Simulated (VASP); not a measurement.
**ZrS2: single point with r2SCAN**

ZrS2:

```
Zr S
1.0
     3.56417    0.00000    0.00000
    -1.78208    3.08666    0.00000
     0.00000    0.00000    5.68115
Zr S
1 2
Direct
  0.00000 0.00000 0.00000
  0.33333 0.66667 0.26096
  0.66667 0.33333 0.73904
```

This cell differs from its parent crystal: strain -3.0%.

- Program: VASP 6.6.1
- Task: single point
- Functional: r2SCAN
- Potentials or basis: VASP PAW PBE potentials, release 64 (Zr_sv, S)
- Cutoff: 550 eV
- k mesh: 12 × 12 × 4
- Occupations: fermi-dirac, width 0.02 eV
- Spin: non-collinear spin, zero start, spin-orbit coupling
- Starting moments: [[0.0, 0.0, 0.0], [0.0, 0.0, 0.0], [0.0, 0.0, 0.0]] μB
- Dipole correction: no
- Further INCAR settings: ALGO = Normal; EDIFF = 1e-06; NBANDS = 37

* Pressure: 6.1 GPa
* Largest force: 0.043 eV/Å
* Net moment: 0.00 μB per cell
* Valence electrons inside the program's atomic spheres: Zr 9.65; S 3.79

Forces on the atoms (eV/Å):
```
Zr   0.000  0.000  0.000
S    0.000  0.000 -0.043
S    0.000  0.000  0.043
```

Stress tensor (GPa, compression positive):
```
7.34 0.00 0.00
0.00 7.34 0.00
0.00 0.00 3.54
```

Moments on the atoms (μB; x, y, z):
```
Zr  0.00 0.00 0.00
S   0.00 0.00 0.00
S   0.00 0.00 0.00
```

Wall time 20 min on 1 thread of Intel(R) Xeon(R) Platinum 8488C (Sapphire Rapids), with other jobs on the host, peak memory 0.55 GiB.

Caveat: the cell differs from its parent crystal (strain -3.0%); the cell stands under pressure; the PAW data sets were made with another functional, which shifts forces and pressure a little.
